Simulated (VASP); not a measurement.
# SbW (CsCl type) (Pm-3m) in VASP: notebook, part 3 of 3

VASP 6.6.1. Earlier steps stand in the parts before.

### Step 5. Single point, PBE (volume scaled by 0.6)

File INCAR:

```
PREC     = Accurate       # precision mode
ENCUT    = 520            # plane-wave cutoff, eV
EDIFF    = 1E-7           # SCF threshold, eV
ISMEAR   = -1             # smearing method
SIGMA    = 0.08           # smearing width, eV
LREAL    = False          # projectors in reciprocal space
LASPH    = True           # aspherical terms in the spheres
NELM     = 100            # most SCF steps
ALGO     = Normal         # electronic algorithm
ISIF     = 2              # what is computed and relaxed
LWAVE    = False          # write WAVECAR
LCHARG   = False          # write CHGCAR
GGA      = PE             # functional
NBANDS   = 16             # bands
```

File KPOINTS:

```
Automatic mesh
0
Gamma
  12 12 12
```

File POSCAR:

```
SbW
1.0
    2.8082510050      0.0000000000      0.0000000000
    0.0000000000      2.8082510050      0.0000000000
    0.0000000000      0.0000000000      2.8082510050
W Sb
1 1
Direct
    0.0000000000      0.0000000000      0.0000000000
    0.5000000000      0.5000000000      0.5000000000
```

Command:

```bash
cat potpaw_PBE.64/W_sv/POTCAR potpaw_PBE.64/Sb/POTCAR > POTCAR
mpirun -np 1 vasp_std > vasp.out
```

It took 12 s on 1 thread of Intel Xeon 6975P-C (Granite Rapids), shared host; peak memory 0.15 GiB.

The run converged. Its results:

| Quantity | Value |
| --- | --- |
| Free energy | -7.3456 eV |
| Pressure | 290.3 GPa |

Levels at points of the mesh, in eV from the Fermi level:
```csv
k point,band 7,band 8,band 9,band 10,band 11,band 12
"(0.00, 0.00, 0.00)",-6.03,1.90,1.90,1.90,2.12,2.12
"(0.50, 0.00, 0.00)",-5.57,-4.21,-4.21,1.54,4.74,5.78
"(0.50, 0.50, 0.00)",-6.16,-5.31,-0.99,-0.99,4.98,6.56
"(0.50, 0.50, 0.50)",-10.26,-5.43,4.54,4.54,4.54,5.37
```

Caveat: spin-orbit coupling is left out, which moves the levels of the heavy elements.

### Step 6. Single point, PBE (volume scaled by 0.68)

File INCAR:

```
PREC = Accurate
ENCUT = 520
EDIFF = 1E-7
ISMEAR = -1
SIGMA = 0.08
LREAL = False
LASPH = True
NELM = 80
ALGO = Normal
ISIF = 2
LWAVE = False
LCHARG = False
GGA = PE
NBANDS = 16
```

KPOINTS is that of step 5.

File POSCAR:

```
SbW
1.0
    2.9278926116      0.0000000000      0.0000000000
    0.0000000000      2.9278926116      0.0000000000
    0.0000000000      0.0000000000      2.9278926116
W Sb
1 1
Direct
    0.0000000000      0.0000000000      0.0000000000
    0.5000000000      0.5000000000      0.5000000000
```

Potentials or basis: VASP PAW PBE potentials, release 64 (W_sv, Sb).

Command:

```bash
cat potpaw_PBE.64/W_sv/POTCAR potpaw_PBE.64/Sb/POTCAR > POTCAR
mpirun -np 1 vasp_std > vasp.out
```

OUTCAR:

```text
PREC = Accurate
   ENCUT = 520
   EDIFF = 1E-7
   ISMEAR = -1
   LREAL = False
   LASPH = True
   NELM = 80
   ISIF = 2
   GGA = PE

 ion  position               nearest neighbor table
   1  0.000  0.000  0.000-   2 2.54   2 2.54   2 2.54   2 2.54   2 2.54   2 2.54   2 2.54   2 2.54

   2  0.500  0.500  0.500-   1 2.54   1 2.54   1 2.54   1 2.54   1 2.54   1 2.54   1 2.54   1 2.54

  LATTYP: Found a simple cubic cell.
 ALAT       =     2.9278926116

  Lattice vectors:

 A1 = (   2.9278926116,   0.0000000000,   0.0000000000)
 A2 = (   0.0000000000,   2.9278926116,   0.0000000000)
 A3 = (   0.0000000000,   0.0000000000,   2.9278926116)

Analysis of symmetry for initial positions (statically):
=====================================================================
 Subroutine PRICEL returns:
 Original cell was already a primitive cell.

 Routine SETGRP: Setting up the symmetry group for a
 simple cubic supercell.

 Subroutine GETGRP returns: Found 48 space group operations
 (whereof 48 operations were pure point group operations)
[... 158 lines left out ...]
  ext. energy  EPLUGINS =         0.00000000
  ---------------------------------------------------
  free energy    TOTEN  =       -11.45859262 eV

  energy without entropy =      -11.43653053  energy(sigma->0) =      -11.44756158

 E-fermi :  18.3529     XC(G=0): -14.4441

 val. band max:       18.3245939875   @ k =   0.2500   0.1667   0.0833
 cond. band min:      18.3560501892   @ k =   0.4167   0.3333   0.2500
 fundamental gap:      0.0314562017
 Fermi energy:        18.3528533233

 k-point     1 :       0.0000    0.0000    0.0000
  band No.  band energies     occupation
      1     -54.8492      2.00000
      2     -19.2424      2.00000
      3     -19.2424      2.00000
      4     -19.2424      2.00000
      5       1.4502      2.00000
      6      13.2871      2.00000
[... 433 lines left out ...]
      3     -19.6363      2.00000
      4     -19.1317      2.00000
      5       6.0078      2.00000
      6      10.4789      2.00000
[... 8 lines left out ...]
     15      28.4228      0.00000
     16      31.1408      0.00000

 [... further k-points ...]
[... 5 lines left out ...]
  --------------------------------------------------------------------------------------
  -------------------------------------------------------------------------------------
  Total       26.1009846     26.1009846     26.1009846      0.0000000      0.0000000      0.0000000
  in kB     1666.1037507   1666.1037507   1666.1037507      0.0000000      0.0000000      0.0000000
  external PRESSURE =    1666.1037507 kB  Pullay stress =       0.0000000 kB

 VOLUME and BASIS-vectors are now :
 -----------------------------------------------------------------------------
  energy-cutoff  :      520.00
  volume of cell :       25.10
      direct lattice vectors                 reciprocal lattice vectors
     2.927892612  0.000000000  0.000000000     0.341542581  0.000000000  0.000000000
     0.000000000  2.927892612  0.000000000     0.000000000  0.341542581  0.000000000
     0.000000000  0.000000000  2.927892612     0.000000000  0.000000000  0.341542581

 POSITION                                       TOTAL-FORCE (eV/Angst)
 -----------------------------------------------------------------------------------
      0.00000      0.00000      0.00000         0.000000      0.000000      0.000000
      1.46395      1.46395      1.46395         0.000000      0.000000      0.000000
 -----------------------------------------------------------------------------------
    total drift:                                0.000000      0.000000      0.000000

  FREE ENERGIE OF THE ION-ELECTRON SYSTEM (eV)
  ---------------------------------------------------
  free  energy   TOTEN  =       -11.4585926225 eV

  energy  without entropy=      -11.4365305292  energy(sigma->0) =      -11.44756158
```

OSZICAR:

```text
N       E                     dE             d eps       ncg     rms          rms(c)
DAV:   1     0.134808374200E+03    0.13481E+03   -0.88446E+03  2688   0.121E+03
DAV:   2    -0.883516234312E+01   -0.14364E+03   -0.14048E+03  3496   0.338E+02
DAV:   3    -0.118127973736E+02   -0.29776E+01   -0.29690E+01  2984   0.486E+01
DAV:   4    -0.118402977979E+02   -0.27500E-01   -0.27499E-01  3392   0.522E+00
DAV:   5    -0.118409786402E+02   -0.68084E-03   -0.68084E-03  3168   0.733E-01    0.344E+01
DAV:   6    -0.115703040342E+02    0.27067E+00   -0.25702E-01  3016   0.505E+00    0.176E+01
DAV:   7    -0.114640277078E+02    0.10628E+00   -0.51768E-02  2992   0.217E+00    0.230E+00
DAV:   8    -0.114586705178E+02    0.53572E-02   -0.58295E-03  2888   0.674E-01    0.237E-01
DAV:   9    -0.114585942474E+02    0.76270E-04   -0.18353E-04  3072   0.114E-01    0.326E-02
DAV:  10    -0.114585938837E+02    0.36369E-06   -0.88587E-06  3408   0.303E-02    0.731E-03
DAV:  11    -0.114585929417E+02    0.94203E-06   -0.77740E-07  2968   0.694E-03    0.524E-03
DAV:  12    -0.114585925056E+02    0.43610E-06   -0.28387E-08  1760   0.191E-03    0.233E-03
DAV:  13    -0.114585926229E+02   -0.11731E-06   -0.92831E-09  1568   0.707E-04    0.325E-04
DAV:  14    -0.114585926225E+02    0.41200E-09   -0.70269E-10  1520   0.287E-04
   1 F= -.11458593E+02 E0= -.11447562E+02  d E =-.220621E-01
```

stdout:

```text
POSCAR found type information on POSCAR W Sb
 POSCAR found :  2 types and       2 ions
 scaLAPACK will be used
 LDA part: xc-table for (Slater+PW92), standard interpolation
 POSCAR, INCAR and KPOINTS ok, starting setup
 FFT: planning ... GRIDC
 FFT: planning ... GRID_SOFT
 FFT: planning ... GRID
 WAVECAR not read
 entering main loop
```

Run time: 10 s. Hardware: 1 thread of Intel Xeon 6975P-C (Granite Rapids), shared host; peak memory 0.16 GiB.

Results:

- Free energy: -11.4586 eV
- Pressure: 166.6 GPa

Levels at points of the mesh, in eV from the Fermi level:
| k point | band 6 | band 7 | band 8 | band 9 | band 10 | band 11 | band 12 | band 13 |
| --- | --- | --- | --- | --- | --- | --- | --- | --- |
| (0.00, 0.00, 0.00) | -5.07 | -5.07 | 1.66 | 1.66 | 1.66 | 1.71 | 1.71 | 1.71 |
| (0.50, 0.00, 0.00) | -10.94 | -4.47 | -3.55 | -3.55 | 1.54 | 4.13 | 5.79 | 10.44 |
| (0.50, 0.50, 0.00) | -5.88 | -5.88 | -4.72 | -0.79 | -0.79 | 4.36 | 5.73 | 6.35 |
| (0.50, 0.50, 0.50) | -8.96 | -8.96 | -5.80 | 3.72 | 3.72 | 3.72 | 4.66 | 4.66 |

Caveat: spin-orbit coupling is left out, which moves the levels of the heavy elements.

### Step 7. The runs side by side

| cell | gap on the mesh (eV) | pressure (GPa) |
| --- | --- | --- |
| a = 2.677 Å, 2 atoms | none | 505.1 |
| a = 2.808 Å, 2 atoms | none | 290.3 |
| a = 2.928 Å, 2 atoms | none | 166.6 |

Alike in all rows: task single point; level PBE; potentials or basis VASP PAW PBE potentials, release 64 (W_sv, Sb); no spin polarisation; k mesh 12 × 12 × 12; cutoff (eV) 520; smearing fermi-dirac 0.08 eV.

Caveats: spin-orbit coupling is left out, which moves the levels of the heavy elements.

Absolute energies hang on the potentials; compare differences alone.
